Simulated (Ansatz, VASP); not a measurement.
# Two plane-wave programs on Ta

```xyz
1
Lattice="2.6920 0.0000 0.0000 0.0000 2.6920 0.0000 0.0000 0.0000 2.6920" Properties=species:S:1:pos:R:3 pbc="T T T"
Ta    0.0000    0.0000    0.0000
```

Alike in both runs: task relaxation of cell and atoms; functional LDA; k mesh 12 × 12 × 12; occupations fermi-dirac, width 0.1 eV; no spin polarisation.

```csv
,VASP,Ansatz
version,VASP 6.6.1,Ansatz 0.2.0
potentials or method,"VASP PAW LDA potentials, release 64 (Ta_pv), cutoff 600 eV","plane waves (420 eV) with PAW, scalar-relativistic"
valence electrons in the cell,11,13
```

```tsv
	VASP	Ansatz	Ansatz less VASP
relaxed volume (Å³/atom)	19.40	19.33	-0.071
relaxed cell length with the largest relative difference (Å)	2.687	2.684	-0.0033
```

Ansatz warns that its potentials were made for another functional, while VASP's fit it. LDA's correlation is that of Perdew and Zunger in VASP and of Perdew and Wang (1992) in Ansatz. VASP's potentials hold 11 valence electrons a cell and Ansatz's 13, so a difference there can come from the potentials and not from the codes.

Spin-orbit coupling is off throughout.
